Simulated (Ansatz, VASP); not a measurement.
**One calculation of SiC, two programs**

```
CELL_PARAMETERS angstrom
3.09500 0.00000 0.00000
-1.54750 2.68035 0.00000
0.00000 0.00000 15.18644
ATOMIC_POSITIONS crystal
Si 0.00000 0.00000 0.12504
Si 0.00000 0.00000 0.62504
Si 0.33333 0.66667 0.29182
Si 0.66667 0.33333 0.79182
Si 0.33333 0.66667 0.95831
Si 0.66667 0.33333 0.45831
C 0.00000 0.00000 0.99969
C 0.00000 0.00000 0.49969
C 0.33333 0.66667 0.16683
C 0.66667 0.33333 0.66683
C 0.33333 0.66667 0.83332
C 0.66667 0.33333 0.33332
```

Alike in both runs: task relaxation of cell and atoms; functional LDA; k mesh 12 × 12 × 2; occupations gaussian, width 0.02 eV; no spin polarisation.

|  | VASP | Ansatz |
| --- | --- | --- |
| version | VASP 6.6.1 | Ansatz 0.2.0 |
| potentials or method | VASP PAW LDA potentials, release 64 (Si, C), cutoff 600 eV | scalar-relativistic, plane waves, PAW |
| valence electrons in the cell | 48 | 48 |

```tsv
	VASP	Ansatz	Ansatz less VASP
gap on the k mesh at the Fermi level, each at its own relaxed structure (eV)	1.97	1.98	+0.010
relaxed volume (Å³/atom)	10.15	10.14	-0.010
relaxed length of the cell vector where the two differ most in proportion (Å)	15.016	15.011	-0.0051
```

LDA's correlation is that of Perdew and Zunger in VASP and of Perdew and Wang (1992) in Ansatz.
